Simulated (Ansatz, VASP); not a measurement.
## NaH in VASP and in Ansatz

Contents of INCAR:

```
ALGO     = Normal         # electronic algorithm
EDIFF    = 1E-6           # SCF threshold, eV
ENCUT    = 520            # plane-wave cutoff, eV
GGA      = PS             # functional
ISIF     = 2              # what is computed and relaxed
ISMEAR   = 0              # smearing method
LASPH    = True           # aspherical terms in the spheres
LCHARG   = False          # write CHGCAR
LREAL    = False          # projectors in reciprocal space
LWAVE    = False          # write WAVECAR
NBANDS   = 11             # bands
NELM     = 60             # most SCF steps
PREC     = Accurate       # precision mode
SIGMA    = 0.01           # smearing width, eV
```

The input KPOINTS:

```
k-points
0
Gamma
  8 8 8
```

Contents of POSCAR:

```
NaH
1.0
    0.0000000000      2.3956768562      2.3956768562
    2.3956768562      0.0000000000      2.3956768562
    2.3956768562      2.3956768562      0.0000000000
Na H
1 1
Direct
    0.0000000000      0.0000000000      0.0000000000
    0.5000000000      0.5000000000      0.5000000000
```

Input for Ansatz:

```yaml
crystal:
  lattice:
    - [0.0, 2.39567685621, 2.39567685621]
    - [2.39567685621, 0.0, 2.39567685621]
    - [2.39567685621, 2.39567685621, 0.0]
  atoms:
    - { symbol: Na, position: [0.0, 0.0, 0.0] }
    - { symbol: H, position: [0.5, 0.5, 0.5] }
kpoints:
  mp_grid: { grid: [8, 8, 8] }
scf:
  occupations: { method: fixed }
hamiltonian:
  xc: pbesol
  pseudopotentials: { kind: paw }
output:
  forces: true
  stress: true
  eigenvalues: true
  eigenstates:
    nscf_kmesh: { grid: [14, 14, 14] }
    de_dk: true
    e_range: [-9, 13.60668665687]
  optics:
    e_range: [0, 25]
    de: 0.2
    sigma: 0.1
    bands: { spectra_wanted_up_to: 25 }
    nscf_kmesh: { grid: [14, 14, 14] }
checkpoint:
  write: ck
  write_wavefunctions: false
```

Alike in both runs: task single point; functional PBEsol; k mesh 8 × 8 × 8; no spin polarisation.

```csv
,VASP,Ansatz
version,VASP 6.6.1,Ansatz 0.2.0
potentials or method,"VASP PAW PBE potentials, release 64 (Na_pv, H)","PAW with Ansatz's default frozen-core files, scalar-relativistic"
plane-wave cutoff (eV),520,420
occupations,"gaussian, width 0.01 eV",fixed
valence electrons in the cell,8,10
```

VASP gave:

```
gap on the k mesh at the Fermi level (eV) : 3.60
pressure (GPa)                            : 0.0
```

Question: What did Ansatz give for the same quantities?

Answer: gap on the k mesh at the Fermi level (eV): 3.61; pressure (GPa): 0.0.

VASP's potentials were made for PBE, not for PBEsol. VASP's potentials hold 8 valence electrons a cell and Ansatz's 10, so a difference there can come from the potentials and not from the codes.
